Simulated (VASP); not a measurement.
# AlN (P6_3mc) in VASP: notebook

Runs on AlN. Level: LDA. Tasks: single point.

Program: VASP 6.6.1. These are calculated values, not measurements. Logs are shortened: lines on timing, memory, paths and dates and some standing lists are left out, and cuts for length are marked.

**1. The cell of the first run**

It takes space group P6_3mc (No. 186, hexagonal). Conventional cell: a = 2.983 Å, b = 2.983 Å, c = 4.773 Å, α = 90.00°, β = 90.00°, γ = 120.00°. Within 2.4 Å of Al (site symmetry 3m) lie 4 N at 1.81 to 1.82 Å. N (site symmetry 3m) has 4 Al at 1.81 to 1.82 Å within 2.4 Å.

**2. Single point, LDA**

File INCAR:

```
SYSTEM = AlN
PREC = Accurate ; ENCUT = 520
EDIFF = 1E-7 ; ISMEAR = 0
SIGMA = 0.01 ; LREAL = .False.
LASPH = .True. ; NELM = 80
ALGO = Normal ; ISIF = 2
LWAVE = .False. ; LCHARG = .True.
GGA = CA ; LELF = .True.
LVHAR = .True. ; NBANDS = 16
```

File KPOINTS:

```
Automatic mesh
0
Gamma
  7 7 4
  0 0 0
```

File POSCAR:

```
AlN
1.0
    2.9831380030      0.0000000000      0.0000000000
   -1.4915690015      2.5834732150      0.0000000000
    0.0000000000      0.0000000000      4.7732124616
Al N
2 2
Direct
    0.3333333333      0.6666666667      0.0000000000
    0.6666666667      0.3333333333      0.5000000000
    0.3333333333      0.6666666667      0.3800000000
    0.6666666667      0.3333333333      0.8800000000
```

Potentials or basis: VASP PAW LDA potentials, release 64 (Al, N).

Launch:

```console
cat potpaw_LDA.64/Al/POTCAR potpaw_LDA.64/N/POTCAR > POTCAR
mpirun -np 1 vasp_std > vasp.out
```

OUTCAR:

```text
SYSTEM = AlN
   PREC = Accurate
   ENCUT = 520
   EDIFF = 1E-7
   ISMEAR = 0
   LREAL = .False.
   LASPH = .True.
   NELM = 80
   ISIF = 2
   GGA = CA

 ion  position               nearest neighbor table
   1  0.333  0.667  0.000-   3 1.81   4 1.82   4 1.82   4 1.82   2 2.94   2 2.94   2 2.94   2 2.94
                             2 2.94   2 2.94
   2  0.667  0.333  0.500-   4 1.81   3 1.82   3 1.82   3 1.82   1 2.94   1 2.94   1 2.94   1 2.94
                             1 2.94   1 2.94
   3  0.333  0.667  0.380-   1 1.81   2 1.82   2 1.82   2 1.82
   4  0.667  0.333  0.880-   2 1.81   1 1.82   1 1.82   1 1.82

  LATTYP: Found a hexagonal cell.
 ALAT       =     2.9831380030
 C/A-ratio  =     1.6000642467

  Lattice vectors:

 A1 = (   2.9831380030,   0.0000000000,   0.0000000000)
 A2 = (  -1.4915690015,   2.5834732150,   0.0000000000)
 A3 = (   0.0000000000,   0.0000000000,   4.7732124616)

Analysis of symmetry for initial positions (statically):
=====================================================================
 Subroutine PRICEL returns:
 Original cell was already a primitive cell.

 Routine SETGRP: Setting up the symmetry group for a
 hexagonal supercell.

 Subroutine GETGRP returns: Found 12 space group operations
 (whereof  6 operations were pure point group operations)
 out of a pool of 24 trial point group operations.

The static configuration has the point symmetry C_3v.
 The point group associated with its full space group is C_6v.

Analysis of symmetry for dynamics (positions and initial velocities):
=====================================================================
 Subroutine PRICEL returns:
 Original cell was already a primitive cell.

 Routine SETGRP: Setting up the symmetry group for a
 hexagonal supercell.

 Subroutine GETGRP returns: Found 12 space group operations
 (whereof  6 operations were pure point group operations)
 out of a pool of 24 trial point group operations.

The dynamic configuration has the point symmetry C_3v.
 The point group associated with its full space group is C_6v.

 Subroutine INISYM returns: Found 12 space group operations
 (whereof  6 operations are pure point group operations),
 and found     1 'primitive' translations

----------------------------------------------------------------------------------------

                                     Primitive cell

  volume of cell :      36.7865

[... 93 lines left out ...]
   EDIFFG = 0.1E-05   stopping-criterion for IOM
   NSW    =      0    number of steps for IOM
   IBRION =     -1    ionic relax: 0-MD 1-quasi-New 2-CG
   NFREE  =      0    steps in history (QN), initial steepest desc. (CG)
   ISIF   =      2    stress and relaxation
   ISYM   =      2    0-nonsym 1-usesym 2-fastsym
   POTIM  = 0.5000    time-step for ionic-motion
   TEBEG  =    0.0;   TEEND  =   0.0 temperature during run
   PSTRESS=    0.0 pullay stress
   NELECT =      16.0000    total number of electrons
   NUPDOWN=      -1.0000    fix difference up-down
   EMIN   =  10.00;   EMAX   =-10.00  energy-range for DOS
   EFERMI =   0.00;   METHOD = LEGACY
   ISMEAR =     0;   SIGMA  =   0.01  broadening in eV -4-tet -1-fermi 0-gaus
   EFERMI_NEDOS =   21; number of points for ismear=-14 and -15
   IALGO  =     38    algorithm
   IMIX   =      4    mixing-type and parameters
     AMIX     =   0.40;   BMIX     =  1.00
     AMIX_MAG =   1.60;   BMIX_MAG =  1.00
  volume/ion in A,a.u.               =       9.20        62.06
  Fermi-wavevector in a.u.,A,eV,Ry     =   1.240373  2.343964 20.932889  1.538524
  Thomas-Fermi vector in A             =   2.374816
   LORBIT       =      0    0 simple, 1 ext, 2 COOP (PROOUT), +10 PAW based schemes
   GGA     = CA    functional components
   LHFCALC =     F    Hartree Fock is set to
   AEXX    =    0.0000 exact exchange contribution
   IVDW    =     0    specifies the selected vdW correction
   LEPSILON=     F    determine dielectric tensor
   LRPA    =     F    only Hartree local field effects (RPA)
 non-spin polarized calculation
 Gauss-broadening in eV      SIGMA  =   0.01
  energy-cutoff  :      520.00
  volume of cell :       36.79
 maximum number of plane-waves:      1015
 NGX is ok and might be reduce to    24
   NGX = 11   NGY = 11   NGZ = 17

 number of electron      15.9999999 magnetization

 Free energy of the ion-electron system (eV)
  ---------------------------------------------------
  ext. energy  EPLUGINS =         0.00000000
  ---------------------------------------------------
  free energy    TOTEN  =       -32.50008502 eV

  energy without entropy =      -32.50008502  energy(sigma->0) =      -32.50008502

 E-fermi :   7.2062     XC(G=0): -11.8095

 val. band max:        7.1578396791   @ k =   0.0000   0.0000   0.0000
 cond. band min:      12.3590908751   @ k =   0.2857   0.2857   0.0000
 fundamental gap:      5.2012511960
 Fermi energy:         7.2061857606

 k-point     1 :       0.0000    0.0000    0.0000
  band No.  band energies     occupation
      1      -8.6545      2.00000
      2      -6.0055      2.00000
      3       0.5292      2.00000
      4       6.2659      2.00000
      5       6.2659      2.00000
      6       6.9466      2.00000
[... 433 lines left out ...]
      3       1.7711      2.00000
      4       1.7711      2.00000
      5       3.2660      2.00000
      6       3.2660      2.00000
[... 8 lines left out ...]
     15      21.4280      0.00000
     16      21.4280      0.00000

------------------------ aborting loop because EDIFF is reached ----------------------------------------

  FORCE on cell =-STRESS in cart. coord.  units (eV):
  Direction    XX          YY          ZZ          XY          YZ          ZX
  --------------------------------------------------------------------------------------
  -------------------------------------------------------------------------------------
  Total        6.4139700      6.4139697      6.5746529      0.0000000      0.0000000     -0.0000000
  in kB      279.3504890    279.3504720    286.3487801      0.0000000      0.0000000     -0.0000000
  external PRESSURE =     281.6832470 kB  Pullay stress =       0.0000000 kB

 VOLUME and BASIS-vectors are now :
 -----------------------------------------------------------------------------
  energy-cutoff  :      520.00
  volume of cell :       36.79
      direct lattice vectors                 reciprocal lattice vectors
     2.983138003  0.000000000  0.000000000     0.335217479  0.193537907  0.000000000
    -1.491569002  2.583473215  0.000000000     0.000000000  0.387075815  0.000000000
     0.000000000  0.000000000  4.773212462     0.000000000  0.000000000  0.209502512

 POSITION                                       TOTAL-FORCE (eV/Angst)
 -----------------------------------------------------------------------------------
     -0.00000      1.72232      0.00000        -0.000000      0.000000     -0.231376
      1.49157      0.86116      2.38661        -0.000000     -0.000000     -0.231376
     -0.00000      1.72232      1.81382        -0.000000     -0.000000      0.231376
      1.49157      0.86116      4.20043         0.000000      0.000000      0.231376
 -----------------------------------------------------------------------------------
    total drift:                               -0.000000      0.000000     -0.000692

  FREE ENERGIE OF THE ION-ELECTRON SYSTEM (eV)
  ---------------------------------------------------
  free  energy   TOTEN  =       -32.5000850213 eV

  energy  without entropy=      -32.5000850213  energy(sigma->0) =      -32.50008502
```

stdout:

```text
POSCAR found type information on POSCAR AlN
 POSCAR found :  2 types and       4 ions
 scaLAPACK will be used
 LDA part: xc-table for (Slater(with rela. corr.)+CA(PZ))
 , standard interpolation
 POSCAR, INCAR and KPOINTS ok, starting setup
 FFT: planning ... GRIDC
 FFT: planning ... GRID_SOFT
 FFT: planning ... GRID
 WAVECAR not read
 entering main loop
```

It took 7.7 s on 1 thread of AMD EPYC 9R45 (Zen 5), shared host; peak memory 0.1 GiB.

What came out:

* Free energy: -32.5001 eV
* Pressure: 28.2 GPa
* Largest force: 0.231 eV/Å
* Band gap on the k mesh: 5.20 eV, indirect (least direct gap 5.42 eV)

Forces in eV/Å, atoms in the order of the input:
```
Al   0.000  0.000 -0.231
Al   0.000  0.000 -0.231
N    0.000  0.000  0.231
N    0.000  0.000  0.231
```

Stress tensor (GPa, compression positive):
```
27.94  0.00  0.00
 0.00 27.94  0.00
 0.00  0.00 28.63
```

A k mesh can miss the band edges.

**3. Single point, LDA**

This run uses another cell than the first one, of 9.61 Å³/atom, 1.045 times its volume.

File INCAR:

```
SYSTEM = AlN
PREC = Accurate ; ENCUT = 520
EDIFF = 1E-6 ; ISMEAR = 0
SIGMA = 0.01 ; LREAL = .FALSE.
LASPH = .TRUE. ; NELM = 80
ALGO = Normal ; ISIF = 2
LWAVE = .FALSE. ; LCHARG = .TRUE.
GGA = CA ; LELF = .TRUE.
LVHAR = .TRUE. ; NBANDS = 16
```

File KPOINTS:

```
regular mesh
0
G
  7 7 4
  0 0 0
```

File POSCAR:

```
AlN
1.0
    3.0276690160      0.0000000000      0.0000000000
   -1.5138345080      2.6220382024      0.0000000000
    0.0000000000      0.0000000000      4.8444649434
Al N
2 2
Direct
    0.3333333333      0.6666666667      0.0000000000
    0.6666666667      0.3333333333      0.5000000000
    0.3333333333      0.6666666667      0.3800000000
    0.6666666667      0.3333333333      0.8800000000
```

Potentials or basis: VASP PAW LDA potentials, release 64 (Al, N).

Launch:

```console
cat potpaw_LDA.64/Al/POTCAR potpaw_LDA.64/N/POTCAR > POTCAR
mpirun -np 1 vasp_std > vasp.out
```

Wall time 7.2 s (1 thread of AMD EPYC 9R45 (Zen 5), shared host); peak memory 0.1 GiB.

It converged, with:

```yaml
Free_energy: -32.7251 eV
Pressure: 15.2 GPa
Largest_force: 0.189 eV/Å
Band_gap_on_the_k_mesh: 5.00 eV, direct
```

Forces on the atoms (eV/Å):
```
Al   0.000  0.000 -0.189
Al   0.000  0.000 -0.189
N    0.000  0.000  0.189
N    0.000  0.000  0.189
```

Stress tensor (GPa, compression positive):
```
14.79  0.00  0.00
 0.00 14.79  0.00
 0.00  0.00 15.92
```

Levels at points of the mesh, in eV from the valence-band top:
```csv
k point,band 5,band 6,band 7,band 8,band 9,band 10,band 11,band 12
"(0.00, 0.00, 0.00)",-0.87,-0.20,-0.20,0.00,5.00,7.28,11.16,11.56
"(0.00, 0.00, 0.50)",-0.55,-0.55,-0.55,-0.55,7.16,7.16,10.85,10.85
```

A k mesh can miss the band edges.
